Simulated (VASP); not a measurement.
# TiC (I4/mmm) in VASP: further runs

The runs below take TiC through single point, with PBE.

Program: VASP 6.6.1. These are calculated values, not measurements. Logs are shortened: lines on timing, memory, paths and dates and some standing lists are left out, and cuts for length are marked.

## (1) The cell of the first run

Symmetry: I4/mmm, No. 139, tetragonal system. Conventional cell: a = 2.969 Å, b = 2.969 Å, c = 4.393 Å, α = 90.00°, β = 90.00°, γ = 90.00°. Within 2.8 Å of Ti (site symmetry 4/mmm) lie 6 C at 2.10 to 2.20 Å. Within 2.8 Å of C (site symmetry 4/mmm) lie 6 Ti at 2.10 to 2.20 Å.

## (2) Single point, PBE (strain -0.030 along x and y, +0.015 along z)

INCAR

```
SYSTEM = TiC
PREC = Accurate
ENCUT = 520
EDIFF = 1E-6
ISMEAR = 0
SIGMA = 0.15
LREAL = .FALSE.
LASPH = .TRUE.
NELM = 80
ALGO = Normal
ISIF = 2
LWAVE = .FALSE.
LCHARG = .TRUE.
GGA = PE
LELF = .TRUE.
LVHAR = .TRUE.
NBANDS = 15
```

KPOINTS

```
Automatic mesh
0
G
  18 18 18
  0 0 0
```

POSCAR

```
TiC
1.0
    0.0000000000      2.0990800000      2.1964600000
    2.0990800000      0.0000000000      2.1964600000
    2.0990800000      2.0990800000      0.0000000000
Ti C
1 1
Direct
    0.0000000000      0.0000000000      0.0000000000
    0.5000000000      0.5000000000      0.5000000000
```

Potentials or basis: VASP PAW PBE potentials, release 64 (Ti_sv, C).

On the command line:

```bash
$ cat potpaw_PBE.64/Ti_sv/POTCAR potpaw_PBE.64/C/POTCAR > POTCAR
$ mpirun -np 1 vasp_std > vasp.out
```

OUTCAR:

```text
SYSTEM = TiC
   PREC = Accurate
   ENCUT = 520
   EDIFF = 1E-6
   ISMEAR = 0
   LREAL = .FALSE.
   LASPH = .TRUE.
   NELM = 80
   ISIF = 2
   GGA = PE

 ion  position               nearest neighbor table
   1  0.000  0.000  0.000-   2 2.10   2 2.10   2 2.10   2 2.10   2 2.20   2 2.20
   2  0.500  0.500  0.500-   1 2.10   1 2.10   1 2.10   1 2.10   1 2.20   1 2.20

  LATTYP: Found a body centered tetragonal cell.
 ALAT       =     2.9685474045
 C/A-ratio  =     1.4798214081

  Lattice vectors:

 A1 = (  -2.0990800000,   0.0000000000,   2.1964600000)
 A2 = (   2.0990800000,   0.0000000000,   2.1964600000)
 A3 = (   0.0000000000,   2.0990800000,  -2.1964600000)

Analysis of symmetry for initial positions (statically):
=====================================================================
 Subroutine PRICEL returns:
 Original cell was already a primitive cell.

 Routine SETGRP: Setting up the symmetry group for a
 body centered tetragonal supercell.

 Subroutine GETGRP returns: Found 16 space group operations
 (whereof 16 operations were pure point group operations)
 out of a pool of 16 trial point group operations.

The static configuration has the point symmetry D_4h.

Analysis of symmetry for dynamics (positions and initial velocities):
=====================================================================
 Subroutine PRICEL returns:
 Original cell was already a primitive cell.

 Routine SETGRP: Setting up the symmetry group for a
 body centered tetragonal supercell.

 Subroutine GETGRP returns: Found 16 space group operations
 (whereof 16 operations were pure point group operations)
 out of a pool of 16 trial point group operations.

The dynamic configuration has the point symmetry D_4h.

 Subroutine INISYM returns: Found 16 space group operations
 (whereof 16 operations are pure point group operations),
 and found     1 'primitive' translations

----------------------------------------------------------------------------------------

                                     Primitive cell

  volume of cell :      19.3558

  direct lattice vectors                    reciprocal lattice vectors
     0.000000000  2.099080000  2.196460000    -0.238199592  0.238199592  0.227639019
     2.099080000  0.000000000  2.196460000     0.238199592 -0.238199592  0.227639019
     2.099080000  2.099080000  0.000000000     0.238199592  0.238199592 -0.227639019

  length of vectors
     3.038185870  3.038185870  2.968547405     0.406568093  0.406568093  0.406568093

  position of ions in fractional coordinates (direct lattice)
     0.000000000  0.000000000  0.000000000
     0.500000000  0.500000000  0.500000000

  ion indices of the primitive-cell ions
   primitive index   ion index
                 1           1
                 2           2

----------------------------------------------------------------------------------------

 KPOINTS: Automatic mesh

Automatic generation of k-mesh.
 Grid dimensions read from file:
 generate k-points for:   18   18   18

 Generating k-lattice:

  Cartesian coordinates                     Fractional coordinates (reciprocal lattice)
    -0.013233311  0.013233311  0.012646612     0.055555556  0.000000000  0.000000000
     0.013233311 -0.013233311  0.012646612     0.000000000  0.055555556  0.000000000
     0.013233311  0.013233311 -0.012646612     0.000000000  0.000000000  0.055555556

  Length of vectors
     0.022587116  0.022587116  0.022587116

  Shift w.r.t. Gamma in fractional coordinates (k-lattice)
     0.000000000  0.000000000  0.000000000

 Subroutine IBZKPT returns following result:
 ===========================================

 Found    480 irreducible k-points:

 Following reciprocal coordinates:
            Coordinates               Weight
  0.000000  0.000000  0.000000      1.000000
  0.055556 -0.000000  0.000000      8.000000
  0.111111 -0.000000  0.000000      8.000000
  0.166667 -0.000000  0.000000      8.000000
  0.222222 -0.000000  0.000000      8.000000
  0.277778 -0.000000  0.000000      8.000000
[... 16 lines left out ...]
 -0.277778  0.055556  0.000000      8.000000
 -0.222222  0.055556  0.000000      8.000000
 [... further k-points ...]
   k-points           NKPTS =    480   k-points in BZ     NKDIM =    480   number of bands    NBANDS=     15
   number of dos      NEDOS =    301   number of ions     NIONS =      2
   total plane-waves  NPLWV =  13824
   dimension x,y,z NGX =    24 NGY =   24 NGZ =   24
   dimension x,y,z NGXF=    48 NGYF=   48 NGZF=   48
   ions per type =               1   1
   NGX,Y,Z   is equivalent  to a cutoff of  13.13, 13.13, 13.44 a.u.
   NGXF,Y,Z  is equivalent  to a cutoff of  26.27, 26.27, 26.88 a.u.
 SYSTEM =  TiC
   PREC   = accura    normal or accurate (medium, high low for compatibility)
   ISTART =      0    job   : 0-new  1-cont  2-samecut
   ICHARG =      2    charge: 1-file 2-atom 10-const
   ISPIN  =      1    spin polarized calculation?
   LNONCOLLINEAR =      F non collinear calculations
   LSORBIT =      F    spin-orbit coupling
   LASPH  =      T    aspherical Exc in radial PAW
   ENCUT  =  520.0 eV  38.22 Ry    6.18 a.u.   5.65  5.65  5.52*2*pi/ulx,y,z
   NELM   =     80;   NELMIN=  2; NELMDL= -5     # of ELM steps
   EDIFF  = 0.1E-05   stopping-criterion for ELM
   LREAL  =      F    real-space projection
   EDIFFG = 0.1E-04   stopping-criterion for IOM
   NSW    =      0    number of steps for IOM
   IBRION =     -1    ionic relax: 0-MD 1-quasi-New 2-CG
   NFREE  =      0    steps in history (QN), initial steepest desc. (CG)
   ISIF   =      2    stress and relaxation
   ISYM   =      2    0-nonsym 1-usesym 2-fastsym
   POTIM  = 0.5000    time-step for ionic-motion
   TEBEG  =    0.0;   TEEND  =   0.0 temperature during run
   PSTRESS=    0.0 pullay stress
   NELECT =      16.0000    total number of electrons
   NUPDOWN=      -1.0000    fix difference up-down
   EMIN   =  10.00;   EMAX   =-10.00  energy-range for DOS
   EFERMI =   0.00;   METHOD = LEGACY
   ISMEAR =     0;   SIGMA  =   0.15  broadening in eV -4-tet -1-fermi 0-gaus
   EFERMI_NEDOS =   21; number of points for ismear=-14 and -15
   IALGO  =     38    algorithm
   IMIX   =      4    mixing-type and parameters
     AMIX     =   0.40;   BMIX     =  1.00
     AMIX_MAG =   1.60;   BMIX_MAG =  1.00
  volume/ion in A,a.u.               =       9.68        65.31
  Fermi-wavevector in a.u.,A,eV,Ry     =   1.536424  2.903420 32.117893  2.360599
  Thomas-Fermi vector in A             =   2.643075
   LORBIT       =      0    0 simple, 1 ext, 2 COOP (PROOUT), +10 PAW based schemes
   GGA     = PE    functional components
   LHFCALC =     F    Hartree Fock is set to
   AEXX    =    0.0000 exact exchange contribution
   IVDW    =     0    specifies the selected vdW correction
   LEPSILON=     F    determine dielectric tensor
   LRPA    =     F    only Hartree local field effects (RPA)
 non-spin polarized calculation
 Gauss-broadening in eV      SIGMA  =   0.15
  energy-cutoff  :      520.00
  volume of cell :       19.36
 maximum number of plane-waves:       540
   NGX = 11   NGY = 11   NGZ = 11

 number of electron      16.0000001 magnetization

 Free energy of the ion-electron system (eV)
  ---------------------------------------------------
  ext. energy  EPLUGINS =         0.00000000
  ---------------------------------------------------
  free energy    TOTEN  =       -18.63028302 eV

  energy without entropy =      -18.62696299  energy(sigma->0) =      -18.62862301

 E-fermi :  10.0026     XC(G=0): -12.9465

 val. band max:        9.9987286462   @ k =   0.1111   0.0000   0.0556
 cond. band min:      10.0214235707   @ k =   0.3333   0.0556   0.2778
 fundamental gap:      0.0226949244
 Fermi energy:        10.0026265909

 k-point     1 :       0.0000    0.0000    0.0000
  band No.  band energies     occupation
      1     -46.4490      2.00000
      2     -22.4892      2.00000
      3     -22.4248      2.00000
      4     -22.4248      2.00000
      5      -2.6317      2.00000
      6      10.4673      0.00001
      7      10.8324      0.00000
      8      10.8324      0.00000
      9      11.5836      0.00000
     10      11.5994      0.00000
     11      11.8001      0.00000
     12      11.8001      0.00000
     13      11.9899      0.00000
     14      21.2532      0.00000
     15      24.2413      0.00000

 k-point     2 :       0.0556   -0.0000    0.0000
  band No.  band energies     occupation
      1     -46.4462      2.00000
      2     -22.4970      2.00000
      3     -22.4381      2.00000
      4     -22.4259      2.00000
      5      -2.5570      2.00000
      6      10.2492      0.02007
      7      10.4577      0.00002
      8      10.6918      0.00000
      9      11.0280      0.00000
     10      11.1680      0.00000
     11      11.9613      0.00000
     12      12.5361      0.00000
     13      12.8705      0.00000
     14      21.3767      0.00000
     15      24.2886      0.00000

 k-point     3 :       0.1111   -0.0000    0.0000
  band No.  band energies     occupation
      1     -46.4384      2.00000
      2     -22.5315      2.00000
      3     -22.4641      2.00000
      4     -22.4289      2.00000
      5      -2.3367      2.00000
      6       9.5300      1.99999
      7       9.7435      1.98545
      8       9.9794      1.17323
      9      11.0509      0.00000
     10      11.1765      0.00000
     11      12.2874      0.00000
     12      13.5031      0.00000
     13      13.8907      0.00000
     14      21.6891      0.00000
     15      24.3671      0.00000
[... 343 lines left out ...]
 k-point    23 :      -0.2778    0.0556    0.0000
  band No.  band energies     occupation
      1     -46.3881      2.00000
      2     -22.8379      2.00000
      3     -22.5404      2.00000
      4     -22.4395      2.00000
      5      -0.6652      2.00000
      6       6.2962      2.00000
      7       7.6728      2.00000
      8       7.7398      2.00000
      9      12.0242      0.00000
     10      12.3712      0.00000
     11      13.4449      0.00000
     12      16.0271      0.00000
     13      17.6987      0.00000
     14      21.1127      0.00000
     15      25.2083      0.00000

 k-point    24 :      -0.2222    0.0556    0.0000
  band No.  band energies     occupation
      1     -46.4036      2.00000
      2     -22.7377      2.00000
      3     -22.5281      2.00000
      4     -22.4330      2.00000
      5      -1.2474      2.00000
      6       7.2352      2.00000
      7       8.1446      2.00000
      8       8.2407      2.00000
      9      11.6627      0.00000
     10      12.0013      0.00000
     11      13.1282      0.00000
     12      15.1833      0.00000
     13      16.8414      0.00000
     14      21.8795      0.00000
     15      24.6298      0.00000

 [... further k-points ...]
[... 5 lines left out ...]
  --------------------------------------------------------------------------------------
  -------------------------------------------------------------------------------------
  Total        2.6461937      2.6461937      0.1318114      0.0000000     -0.0000000      0.0000000
  in kB      219.0387404    219.0387404     10.9106936      0.0000000     -0.0000000      0.0000000
  external PRESSURE =     149.6627248 kB  Pullay stress =       0.0000000 kB

 VOLUME and BASIS-vectors are now :
 -----------------------------------------------------------------------------
  energy-cutoff  :      520.00
  volume of cell :       19.36
      direct lattice vectors                 reciprocal lattice vectors
     0.000000000  2.099080000  2.196460000    -0.238199592  0.238199592  0.227639019
     2.099080000  0.000000000  2.196460000     0.238199592 -0.238199592  0.227639019
     2.099080000  2.099080000  0.000000000     0.238199592  0.238199592 -0.227639019

 POSITION                                       TOTAL-FORCE (eV/Angst)
 -----------------------------------------------------------------------------------
      0.00000      0.00000      0.00000         0.000000     -0.000000      0.000000
      2.09908      2.09908      2.19646         0.000000      0.000000     -0.000000
 -----------------------------------------------------------------------------------
    total drift:                                0.000000     -0.000000     -0.000000

  FREE ENERGIE OF THE ION-ELECTRON SYSTEM (eV)
  ---------------------------------------------------
  free  energy   TOTEN  =       -18.6302830224 eV

  energy  without entropy=      -18.6269629894  energy(sigma->0) =      -18.62862301
```

Run time: 3.4 min. Hardware: 1 thread of Intel Xeon 6975P-C, shared host; peak memory 0.26 GiB.

Results:

```yaml
Free_energy: -18.6303 eV
Pressure: 15.0 GPa
Band_gap_on_the_k_mesh: zero (band 8 reaches 10.83 eV, above the bottom of band 9 at 9.45 eV)
```

Stress tensor (GPa, compression positive):
```
21.90  0.00  0.00
 0.00 21.90  0.00
 0.00  0.00  1.09
```

Caveat: the cell differs from its parent crystal (strain -0.030 along x and y, +0.015 along z).

## (3) Single point, PBE (strain +0.015 along x and y, -0.015 along z)

INCAR

```
SYSTEM = TiC
PREC = Accurate
ENCUT = 520
EDIFF = 1E-7
ISMEAR = 0
SIGMA = 0.15
LREAL = .False.
LASPH = .True.
NELM = 60
ALGO = Normal
ISIF = 2
LWAVE = .False.
LCHARG = .True.
GGA = PE
LELF = .True.
LVHAR = .True.
NBANDS = 15
```

KPOINTS

```
Automatic mesh
0
Gamma
  18 18 18
  0 0 0
```

POSCAR

```
TiC
1.0
    0.0000000000      2.1964600000      2.1315400000
    2.1964600000      0.0000000000      2.1315400000
    2.1964600000      2.1964600000      0.0000000000
Ti C
1 1
Direct
    0.0000000000      0.0000000000      0.0000000000
    0.5000000000      0.5000000000      0.5000000000
```

Potentials or basis: VASP PAW PBE potentials, release 64 (Ti_sv, C).

On the command line:

```bash
$ cat potpaw_PBE.64/Ti_sv/POTCAR potpaw_PBE.64/C/POTCAR > POTCAR
$ mpirun -np 1 vasp_std > vasp.out
```

It took 71 s on 1 thread of Intel Xeon Platinum 8488C (Sapphire Rapids), shared host; peak memory 0.26 GiB.

It converged, with:

| Quantity | Value |
| --- | --- |
| Free energy | -18.6946 eV |
| Pressure | -2.1 GPa |
| Band gap on the k mesh | zero (band 8 reaches 10.10 eV, above the bottom of band 9 at 8.66 eV) |

Stress tensor (GPa, compression positive):
```
-6.02  0.00  0.00
 0.00 -6.02  0.00
 0.00  0.00  5.74
```

Levels at points of the mesh, in eV from the Fermi level:
```
           k point  band 6  band 7  band 8  band 9  band 10  band 11
(0.00, 0.00, 0.00)    0.61    0.61    0.83    1.57     1.62     1.62
(0.50, 0.00, 0.00)   -5.79   -2.89   -2.85    2.79     2.93     4.03
(0.50, 0.50, 0.00)   -3.21   -1.62   -0.20   -0.20     2.66     3.46
(0.50, 0.00, 0.50)   -3.53   -1.57    0.02    0.04     2.64     3.35
```

Caveat: the cell differs from its parent crystal (strain +0.015 along x and y, -0.015 along z).

## (4) Single point, PBE (strain +0.000 along x and y, +0.030 along z)

INCAR

```
  ALGO = Normal
  EDIFF = 1E-6
  ENCUT = 520
  GGA = PE
  ISIF = 2
  ISMEAR = 0
  LASPH = T
  LCHARG = F
  LREAL = F
  LWAVE = F
  NBANDS = 15
  NELM = 80
  PREC = Accurate
  SIGMA = 0.15
```

KPOINTS

```
k-points
0
Gamma
  18 18 18
```

POSCAR

```
TiC
1.0
    0.0000000000      2.1640000000      2.2289200000
    2.1640000000      0.0000000000      2.2289200000
    2.1640000000      2.1640000000      0.0000000000
Ti C
1 1
Direct
    0.0000000000      0.0000000000      0.0000000000
    0.5000000000      0.5000000000      0.5000000000
```

On the command line:

```bash
$ cat potpaw_PBE.64/Ti_sv/POTCAR potpaw_PBE.64/C/POTCAR > POTCAR
$ mpirun -np 1 vasp_std > vasp.out
```

It took 74 s on 1 thread of Intel Xeon Platinum 8488C (Sapphire Rapids), shared host; peak memory 0.26 GiB.

It converged, with:

```yaml
Free_energy: -18.6887 eV
Pressure: -5.7 GPa
Band_gap_on_the_k_mesh: zero (band 8 reaches 9.85 eV, above the bottom of band 9 at 8.60 eV)
```

Stress tensor (GPa, compression positive):
```
 -2.45   0.00   0.00
  0.00  -2.45   0.00
  0.00   0.00 -12.18
```

Levels at points of the mesh, in eV from the Fermi level:
```csv
k point,band 5,band 6,band 7,band 8,band 9,band 10,band 11,band 12
"(0.00, 0.00, 0.00)",-12.28,0.54,0.75,0.75,1.52,1.57,1.67,1.67
"(0.50, 0.00, 0.00)",-8.92,-5.72,-2.85,-2.80,2.74,2.86,3.95,7.67
"(0.50, 0.50, 0.00)",-10.06,-3.61,-1.51,0.08,0.08,2.60,3.36,3.36
"(0.50, 0.00, 0.50)",-10.00,-3.31,-1.56,-0.13,-0.13,2.59,3.29,3.48
```

Caveat: the cell differs from its parent crystal (strain +0.000 along x and y, +0.030 along z).

## (5) Single point, PBE (strain +0.015 along x and y, +0.000 along z)

INCAR

```
PREC     = Accurate       # precision mode
ENCUT    = 520            # plane-wave cutoff, eV
EDIFF    = 1E-6           # SCF threshold, eV
ISMEAR   = 0              # smearing method
SIGMA    = 0.15           # smearing width, eV
LREAL    = F              # projectors in reciprocal space
LASPH    = T              # aspherical terms in the spheres
NELM     = 60             # most SCF steps
ALGO     = Normal         # electronic algorithm
ISIF     = 2              # what is computed and relaxed
LWAVE    = F              # write WAVECAR
LCHARG   = F              # write CHGCAR
GGA      = PE             # functional
NBANDS   = 15             # bands
```

KPOINTS

```
regular mesh
0
Gamma
  18 18 18
```

POSCAR

```
TiC
1.0
    0.0000000000      2.1964600000      2.1640000000
    2.1964600000      0.0000000000      2.1640000000
    2.1964600000      2.1964600000      0.0000000000
Ti C
1 1
Direct
    0.0000000000      0.0000000000      0.0000000000
    0.5000000000      0.5000000000      0.5000000000
```

On the command line:

```bash
$ cat potpaw_PBE.64/Ti_sv/POTCAR potpaw_PBE.64/C/POTCAR > POTCAR
$ mpirun -np 1 vasp_std > vasp.out
```

Run time: 71 s. Hardware: 1 thread of Intel Xeon Platinum 8488C (Sapphire Rapids), shared host; peak memory 0.27 GiB.

Results (log left out):

| Item | Value |
| --- | --- |
| Free energy | -18.6978 eV |
| Pressure | -6.0 GPa |
| Band gap on the k mesh | zero (band 8 reaches 9.85 eV, above the bottom of band 9 at 8.59 eV) |

Stress tensor (GPa, compression positive):
```
-7.73  0.00  0.00
 0.00 -7.73  0.00
 0.00  0.00 -2.44
```

Levels at points of the mesh, in eV from the Fermi level:
```
           k point  band 5  band 6  band 7  band 8  band 9  band 10  band 11  band 12
(0.00, 0.00, 0.00)  -12.27    0.64    0.64    0.74    1.59     1.62     1.62     1.67
(0.50, 0.00, 0.00)   -8.92   -5.72   -2.83   -2.80    2.77     2.83     3.94     7.78
(0.50, 0.50, 0.00)   -9.99   -3.31   -1.56   -0.13   -0.13     2.60     3.38     3.38
(0.50, 0.00, 0.50)  -10.03   -3.46   -1.53   -0.03   -0.02     2.59     3.33     3.41
```

Caveat: the cell differs from its parent crystal (strain +0.015 along x and y, +0.000 along z).

## (6) The runs side by side

```tsv
cell	gap on the mesh (eV)	pressure (GPa)
a = 3.038, b = 3.038, c = 2.969 Å, angles 60.8, 60.8, 58.5°, 2 atoms	none	15.0
a = 3.061, b = 3.061, c = 3.106 Å, angles 59.5, 59.5, 61.0°, 2 atoms	none	-2.1
a = 3.107, b = 3.107, c = 3.060 Å, angles 60.5, 60.5, 59.0°, 2 atoms	none	-5.7
a = 3.083, b = 3.083, c = 3.106 Å, angles 59.8, 59.8, 60.5°, 2 atoms	none	-6.0
```

Alike in all rows: task single point; level PBE; potentials or basis VASP PAW PBE potentials, release 64 (Ti_sv, C); no spin polarisation; k mesh 18 × 18 × 18; cutoff (eV) 520; smearing gaussian 0.15 eV.

Total energies depend on the potentials used, so only differences within one code and one set of settings carry meaning.
